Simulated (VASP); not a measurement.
# PbS (I4/mmm) in VASP: further runs

Runs on PbS. Level: PBE+D3(BJ). Tasks: single point.

Program: VASP 6.6.1. These are calculated values, not measurements. Logs are shortened: lines on timing, memory, paths and dates and some standing lists are left out, and cuts for length are marked.

**1. The cell of the first run**

The structure is tetragonal, space group I4/mmm (No. 139). Conventional cell: a = 4.193 Å, b = 4.193 Å, c = 5.782 Å, α = 90.00°, β = 90.00°, γ = 90.00°. Pb (site symmetry 4/mmm) has 6 S at 2.89 to 2.96 Å within 3.8 Å. Within 3.8 Å of S (site symmetry 4/mmm) lie 6 Pb at 2.89 to 2.96 Å.

**2. Single point, PBE+D3(BJ) (strain +0.000 along x and y, -0.025 along z)**

Input file INCAR:

```
SYSTEM = PbS
ALGO = Normal ; EDIFF = 1E-6
ENCUT = 520 ; GGA = PE
ISIF = 2 ; ISMEAR = 0
IVDW = 12 ; LASPH = .True.
LCHARG = .False. ; LREAL = .False.
LWAVE = .False. ; NBANDS = 17
NELM = 60 ; PREC = Accurate
SIGMA = 0.03
```

Input file KPOINTS:

```
k-points
0
Gamma
  10 10 10
  0 0 0
```

Input file POSCAR:

```
PbS
1.0
    0.0000000000      2.9650000000      2.8908750000
    2.9650000000      0.0000000000      2.8908750000
    2.9650000000      2.9650000000      0.0000000000
Pb S
1 1
Direct
    0.0000000000      0.0000000000      0.0000000000
    0.5000000000      0.5000000000      0.5000000000
```

Potentials or basis: VASP PAW PBE potentials, release 64 (Pb_d, S).

On the command line:

```sh
$ cat potpaw_PBE.64/Pb_d/POTCAR potpaw_PBE.64/S/POTCAR > POTCAR
$ mpirun -np 1 vasp_std > vasp.out
```

OUTCAR:

```text
SYSTEM = PbS
   EDIFF = 1E-6
   ENCUT = 520
   GGA = PE
   ISIF = 2
   ISMEAR = 0
   IVDW = 12
   LASPH = .True.
   LREAL = .False.
   NELM = 60
   PREC = Accurate
 IVDW          = 12

 ion  position               nearest neighbor table
   1  0.000  0.000  0.000-   2 2.89   2 2.89   2 2.96   2 2.96   2 2.96   2 2.96
   2  0.500  0.500  0.500-   1 2.89   1 2.89   1 2.96   1 2.96   1 2.96   1 2.96

  LATTYP: Found a body centered tetragonal cell.
 ALAT       =     4.1931432124
 C/A-ratio  =     1.3788582233

  Lattice vectors:

 A1 = (   0.0000000000,  -2.9650000000,  -2.8908750000)
 A2 = (   0.0000000000,   2.9650000000,  -2.8908750000)
 A3 = (   2.9650000000,   0.0000000000,   2.8908750000)

Analysis of symmetry for initial positions (statically):
=====================================================================
 Subroutine PRICEL returns:
 Original cell was already a primitive cell.

 Routine SETGRP: Setting up the symmetry group for a
 body centered tetragonal supercell.

 Subroutine GETGRP returns: Found 16 space group operations
 (whereof 16 operations were pure point group operations)
 out of a pool of 16 trial point group operations.

The static configuration has the point symmetry D_4h.

Analysis of symmetry for dynamics (positions and initial velocities):
=====================================================================
 Subroutine PRICEL returns:
 Original cell was already a primitive cell.

 Routine SETGRP: Setting up the symmetry group for a
 body centered tetragonal supercell.

 Subroutine GETGRP returns: Found 16 space group operations
 (whereof 16 operations were pure point group operations)
 out of a pool of 16 trial point group operations.

The dynamic configuration has the point symmetry D_4h.

 Subroutine INISYM returns: Found 16 space group operations
 (whereof 16 operations are pure point group operations),
 and found     1 'primitive' translations

----------------------------------------------------------------------------------------

                                     Primitive cell

  volume of cell :      50.8287

  direct lattice vectors                    reciprocal lattice vectors
     0.000000000  2.965000000  2.890875000    -0.168634064  0.168634064  0.172958014
     2.965000000  0.000000000  2.890875000     0.168634064 -0.168634064  0.172958014
     2.965000000  2.965000000  0.000000000     0.168634064  0.168634064 -0.172958014

  length of vectors
     4.141060645  4.141060645  4.193143212     0.294600356  0.294600356  0.294600356

  position of ions in fractional coordinates (direct lattice)
     0.000000000  0.000000000  0.000000000
     0.500000000  0.500000000  0.500000000

  ion indices of the primitive-cell ions
   primitive index   ion index
                 1           1
                 2           2

----------------------------------------------------------------------------------------

 KPOINTS: k-points

Automatic generation of k-mesh.
 Grid dimensions read from file:
 generate k-points for:   10   10   10

 Generating k-lattice:

  Cartesian coordinates                     Fractional coordinates (reciprocal lattice)
    -0.016863406  0.016863406  0.017295801     0.100000000  0.000000000  0.000000000
     0.016863406 -0.016863406  0.017295801     0.000000000  0.100000000  0.000000000
     0.016863406  0.016863406 -0.017295801     0.000000000  0.000000000  0.100000000

  Length of vectors
     0.029460036  0.029460036  0.029460036

  Shift w.r.t. Gamma in fractional coordinates (k-lattice)
     0.000000000  0.000000000  0.000000000

 Subroutine IBZKPT returns following result:
 ===========================================

 Found    102 irreducible k-points:

 Following reciprocal coordinates:
            Coordinates               Weight
  0.000000  0.000000  0.000000      1.000000
  0.100000  0.000000  0.000000      8.000000
  0.200000  0.000000  0.000000      8.000000
  0.300000  0.000000  0.000000      8.000000
  0.400000  0.000000  0.000000      8.000000
  0.500000  0.000000  0.000000      4.000000
[... 16 lines left out ...]
  0.300000  0.300000  0.000000      2.000000
  0.400000  0.300000  0.000000      8.000000
 [... further k-points ...]
   k-points           NKPTS =    102   k-points in BZ     NKDIM =    102   number of bands    NBANDS=     17
   number of dos      NEDOS =    301   number of ions     NIONS =      2
   total plane-waves  NPLWV =  32768
   dimension x,y,z NGX =    32 NGY =   32 NGZ =   32
   dimension x,y,z NGXF=    64 NGYF=   64 NGZF=   64
   ions per type =               1   1
   NGX,Y,Z   is equivalent  to a cutoff of  12.85, 12.85, 12.69 a.u.
   NGXF,Y,Z  is equivalent  to a cutoff of  25.69, 25.69, 25.37 a.u.
 SYSTEM =  PbS
   PREC   = accura    normal or accurate (medium, high low for compatibility)
   ISTART =      0    job   : 0-new  1-cont  2-samecut
   ICHARG =      2    charge: 1-file 2-atom 10-const
   ISPIN  =      1    spin polarized calculation?
   LNONCOLLINEAR =      F non collinear calculations
   LSORBIT =      F    spin-orbit coupling
   LASPH  =      T    aspherical Exc in radial PAW
   ENCUT  =  520.0 eV  38.22 Ry    6.18 a.u.   7.70  7.70  7.80*2*pi/ulx,y,z
   NELM   =     60;   NELMIN=  2; NELMDL= -5     # of ELM steps
   EDIFF  = 0.1E-05   stopping-criterion for ELM
   LREAL  =      F    real-space projection
   EDIFFG = 0.1E-04   stopping-criterion for IOM
   NSW    =      0    number of steps for IOM
   IBRION =     -1    ionic relax: 0-MD 1-quasi-New 2-CG
   NFREE  =      0    steps in history (QN), initial steepest desc. (CG)
   ISIF   =      2    stress and relaxation
   ISYM   =      2    0-nonsym 1-usesym 2-fastsym
   POTIM  = 0.5000    time-step for ionic-motion
   TEBEG  =    0.0;   TEEND  =   0.0 temperature during run
   PSTRESS=    0.0 pullay stress
   NELECT =      20.0000    total number of electrons
   NUPDOWN=      -1.0000    fix difference up-down
   EMIN   =  10.00;   EMAX   =-10.00  energy-range for DOS
   EFERMI =   0.00;   METHOD = LEGACY
   ISMEAR =     0;   SIGMA  =   0.03  broadening in eV -4-tet -1-fermi 0-gaus
   EFERMI_NEDOS =   21; number of points for ismear=-14 and -15
   IALGO  =     38    algorithm
   IMIX   =      4    mixing-type and parameters
     AMIX     =   0.40;   BMIX     =  1.00
     AMIX_MAG =   1.60;   BMIX_MAG =  1.00
  volume/ion in A,a.u.               =      25.41       171.50
  Fermi-wavevector in a.u.,A,eV,Ry     =   1.199634  2.266979 19.580424  1.439121
  Thomas-Fermi vector in A             =   2.335491
   LORBIT       =      0    0 simple, 1 ext, 2 COOP (PROOUT), +10 PAW based schemes
   GGA     = PE    functional components
   LHFCALC =     F    Hartree Fock is set to
   AEXX    =    0.0000 exact exchange contribution
   IVDW    =    12    specifies the selected vdW correction
   LEPSILON=     F    determine dielectric tensor
   LRPA    =     F    only Hartree local field effects (RPA)
 non-spin polarized calculation
 Gauss-broadening in eV      SIGMA  =   0.03
  energy-cutoff  :      520.00
  volume of cell :       50.83
 maximum number of plane-waves:      1395
   NGX = 15   NGY = 15   NGZ = 15

 number of electron      19.9999995 magnetization

 Free energy of the ion-electron system (eV)
  ---------------------------------------------------
  ext. energy  EPLUGINS =         0.00000000
  ---------------------------------------------------
  free energy    TOTEN  =        -8.71952188 eV

  energy without entropy =       -8.71952188  energy(sigma->0) =       -8.71952188

 E-fermi :   6.3448     XC(G=0):  -9.8044

 val. band max:        6.2185371462   @ k =   0.5000   0.0000   0.0000
 cond. band min:       6.4635003148   @ k =   0.5000   0.0000   0.0000
 fundamental gap:      0.2449631686
 Fermi energy:         6.3447713466

 k-point     1 :       0.0000    0.0000    0.0000
  band No.  band energies     occupation
      1     -10.7016      2.00000
      2     -10.6959      2.00000
      3     -10.6959      2.00000
      4     -10.6908      2.00000
      5     -10.6753      2.00000
      6      -7.6681      2.00000
[... 9 lines left out ...]
     16      12.9391      0.00000
     17      14.7546      0.00000

 k-point     2 :       0.1000    0.0000    0.0000
  band No.  band energies     occupation
      1     -10.7001      2.00000
      2     -10.6957      2.00000
      3     -10.6941      2.00000
      4     -10.6889      2.00000
      5     -10.6770      2.00000
      6      -7.5789      2.00000
[... 9 lines left out ...]
     16      13.1440      0.00000
     17      15.6120      0.00000

 k-point     3 :       0.2000    0.0000    0.0000
  band No.  band energies     occupation
      1     -10.7031      2.00000
      2     -10.6993      2.00000
      3     -10.6936      2.00000
      4     -10.6759      2.00000
      5     -10.6745      2.00000
      6      -7.3225      2.00000
[... 9 lines left out ...]
     16      13.7024      0.00000
     17      17.3047      0.00000

 k-point     4 :       0.3000    0.0000    0.0000
  band No.  band energies     occupation
      1     -10.7129      2.00000
      2     -10.7052      2.00000
      3     -10.6954      2.00000
      4     -10.6627      2.00000
      5     -10.6591      2.00000
      6      -6.9420      2.00000
[... 9 lines left out ...]
     16      14.5496      0.00000
     17      18.6124      0.00000
[... 343 lines left out ...]
      1     -10.7176      2.00000
      2     -10.7069      2.00000
      3     -10.6863      2.00000
      4     -10.6700      2.00000
      5     -10.6690      2.00000
      6      -6.8110      2.00000
[... 9 lines left out ...]
     16      16.1791      0.00000
     17      16.7792      0.00000

 k-point    23 :       0.3000    0.3000    0.0000
  band No.  band energies     occupation
      1     -10.7737      2.00000
      2     -10.7216      2.00000
      3     -10.6700      2.00000
      4     -10.6505      2.00000
      5     -10.6505      2.00000
      6      -6.6065      2.00000
[... 9 lines left out ...]
     16      16.6335      0.00000
     17      17.1957      0.00000

 k-point    24 :       0.4000    0.3000    0.0000
  band No.  band energies     occupation
      1     -10.8007      2.00000
      2     -10.7222      2.00000
      3     -10.6715      2.00000
      4     -10.6428      2.00000
      5     -10.6385      2.00000
      6      -6.2791      2.00000
[... 9 lines left out ...]
     16      17.2055      0.00000
     17      17.8844      0.00000

 [... further k-points ...]

------------------------ aborting loop because EDIFF is reached ----------------------------------------

 Edisp (eV)   -0.71295

 E8    (eV) :    -0.3208

  FORCE on cell =-STRESS in cart. coord.  units (eV):
  Direction    XX          YY          ZZ          XY          YZ          ZX
  --------------------------------------------------------------------------------------
  -------------------------------------------------------------------------------------
  Total       0.12755     0.12755     1.36540     0.00000     0.00000    -0.00000
  in kB       4.02053     4.02053    43.03885     0.00000     0.00000    -0.00000
  external pressure =       17.03 kB  Pullay stress =        0.00 kB

 VOLUME and BASIS-vectors are now :
 -----------------------------------------------------------------------------
  energy-cutoff  :      520.00
  volume of cell :       50.83
      direct lattice vectors                 reciprocal lattice vectors
     0.000000000  2.965000000  2.890875000    -0.168634064  0.168634064  0.172958014
     2.965000000  0.000000000  2.890875000     0.168634064 -0.168634064  0.172958014
     2.965000000  2.965000000  0.000000000     0.168634064  0.168634064 -0.172958014

 POSITION                                       TOTAL-FORCE (eV/Angst)
 -----------------------------------------------------------------------------------
      0.00000      0.00000      0.00000         0.000000     -0.000000      0.000000
      2.96500      2.96500      2.89087        -0.000000      0.000000      0.000000
 -----------------------------------------------------------------------------------
    total drift:                                0.000000     -0.000000     -0.000000

  FREE ENERGIE OF THE ION-ELECTRON SYSTEM (eV)
  ---------------------------------------------------
  free  energy   TOTEN  =        -9.4324670935 eV

  energy  without entropy=       -9.4324670935  energy(sigma->0) =       -9.43246709
```

Run time: 22 s. Hardware: 1 thread of Intel Xeon 6975P-C (Granite Rapids), shared host; peak memory 0.24 GiB.

Results:

- Free energy: -9.4325 eV
- Pressure: 1.7 GPa
- Band gap on the k mesh: 0.24 eV, direct
- Dispersion energy per atom: -0.356 eV

Stress tensor (GPa, compression positive):
```
0.40 0.00 0.00
0.00 0.40 0.00
0.00 0.00 4.30
```

Caveat: the cell differs from its parent crystal (strain +0.000 along x and y, -0.025 along z); spin-orbit coupling is left out, which moves the levels of the heavy elements. A k mesh can miss the band edges.

**3. Single point, PBE+D3(BJ) (strain +0.000 along x and y, +0.025 along z)**

Input file INCAR:

```
SYSTEM = PbS
PREC     = Accurate       ! precision mode
ENCUT    = 520            ! plane-wave cutoff, eV
EDIFF    = 1E-6           ! SCF threshold, eV
ISMEAR   = 0              ! smearing method
SIGMA    = 0.03           ! smearing width, eV
LREAL    = .FALSE.        ! projectors in reciprocal space
LASPH    = .TRUE.         ! aspherical terms in the spheres
NELM     = 60             ! most SCF steps
ALGO     = Normal         ! electronic algorithm
ISIF     = 2              ! what is computed and relaxed
LWAVE    = .FALSE.        ! write WAVECAR
LCHARG   = .FALSE.        ! write CHGCAR
GGA      = PE             ! functional
IVDW     = 12             ! dispersion correction
NBANDS   = 17             ! bands
```

Input file KPOINTS:

```
Automatic mesh
0
G
  10 10 10
  0 0 0
```

Input file POSCAR:

```
PbS
1.0
    0.0000000000      2.9650000000      3.0391250000
    2.9650000000      0.0000000000      3.0391250000
    2.9650000000      2.9650000000      0.0000000000
Pb S
1 1
Direct
    0.0000000000      0.0000000000      0.0000000000
    0.5000000000      0.5000000000      0.5000000000
```

Potentials or basis: VASP PAW PBE potentials, release 64 (Pb_d, S).

On the command line:

```sh
$ cat potpaw_PBE.64/Pb_d/POTCAR potpaw_PBE.64/S/POTCAR > POTCAR
$ mpirun -np 1 vasp_std > vasp.out
```

It took 24 s on 1 thread of Intel Xeon 6975P-C (Granite Rapids), shared host; peak memory 0.24 GiB.

Results (log left out):

```yaml
Free_energy: -9.4376 eV
Pressure: -1.2 GPa
Band_gap_on_the_k_mesh: 0.43 eV, direct
Dispersion_energy_per_atom: -0.339 eV
```

Stress tensor (GPa, compression positive):
```
-0.29  0.00  0.00
 0.00 -0.29  0.00
 0.00  0.00 -3.05
```

Levels at points of the mesh, in eV from the valence-band top:
```csv
k point,band 8,band 9,band 10,band 11,band 12,band 13
"(0.00, 0.00, 0.00)",-2.11,-2.11,-1.92,4.80,5.34,5.34
"(0.50, 0.00, 0.00)",-1.70,-1.64,0.00,0.43,1.96,2.10
"(0.50, 0.50, 0.00)",-4.95,-3.24,-3.24,4.05,5.32,5.71
"(0.50, 0.00, 0.50)",-5.00,-3.41,-3.17,3.95,5.30,5.61
```

Caveat: the cell differs from its parent crystal (strain +0.000 along x and y, +0.025 along z); spin-orbit coupling is left out, which moves the levels of the heavy elements. A k mesh can miss the band edges.
